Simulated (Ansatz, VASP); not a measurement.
**MgI2: VASP beside Ansatz**

```xyz
3
Lattice="4.1400 0.0000 0.0000 -2.0700 3.5853 0.0000 0.0000 0.0000 6.8800" Properties=species:S:1:pos:R:3 pbc="T T T"
I     2.0700    1.1951    5.1600
I     0.0000    2.3902    1.7200
Mg    0.0000    0.0000    0.0000
```

Alike in both runs: task relaxation of cell and atoms; functional PBE; k mesh 8 × 8 × 4; occupations fermi-dirac, width 0.05 eV; no spin polarisation.

|  | VASP | Ansatz |
| --- | --- | --- |
| version | VASP 6.6.1 | Ansatz 0.2.0 |
| potentials or method | VASP PAW PBE potentials, release 64 (I, Mg) | Ansatz PAW |
| plane-wave cutoff (eV) | 600 | 420 |
| valence electrons in the cell | 16 | 44 |

```csv
,VASP,Ansatz,Ansatz less VASP
"gap on the k mesh at the Fermi level, each at its own relaxed structure (eV)",3.61,3.63,+0.018
relaxed volume (Å³/atom),39.53,40.16,+0.632
relaxed cell length with the largest relative difference (Å),7.748,7.863,+0.1151
```

VASP's potentials hold 16 valence electrons a cell and Ansatz's 44, so a difference there can come from the potentials and not from the codes.

Neither program's run includes spin-orbit coupling. Noted on VASP's run: the volume moved by over 15 % at a fixed basis, so the end points are rough. Noted on Ansatz's run: the volume moved by over 15 % at a fixed basis, so the end points are rough; the plane-wave basis is chosen anew once the cell has moved, so the energies of steps on either side of that aren't comparable.
